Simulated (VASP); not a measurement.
Crystal: ZnO.

```
Zn O
1.0
     0.00000    2.11158    2.13377
     2.11158    0.00000    2.13377
     2.11158    2.11158    0.00000
Zn O
1 1
Direct
  0.00000 0.00000 0.00000
  0.50000 0.50000 0.50000
```

This cell differs from its parent crystal: biaxial xy strain -1.0%.

Base run:

```yaml
Program: VASP 6.6.1
Functional: PBE
Potentials_or_basis: VASP PAW PBE potentials, release 64 (Zn, O)
Cutoff: 520 eV
k_mesh: 10 × 10 × 10
Occupations: fermi-dirac, width 0.02 eV
Spin: no spin polarisation
```

Its results: band gap on the k mesh 0.98 eV, indirect (least direct gap 2.46 eV); pressure 13.7 GPa.

Problem. The run is repeated on the same cell with these changes: functional from PBE to r2SCAN; occupations from fermi-dirac, width 0.02 eV to gaussian, width 0.01 eV. What comes out?

Solution. Band gap on the k mesh 1.62 eV, indirect (least direct gap 3.14 eV); pressure 5.7 GPa.

Caveats: the PAW data sets were made with another functional, which shifts forces and pressure a little (some runs).

A k mesh can miss the band edges.
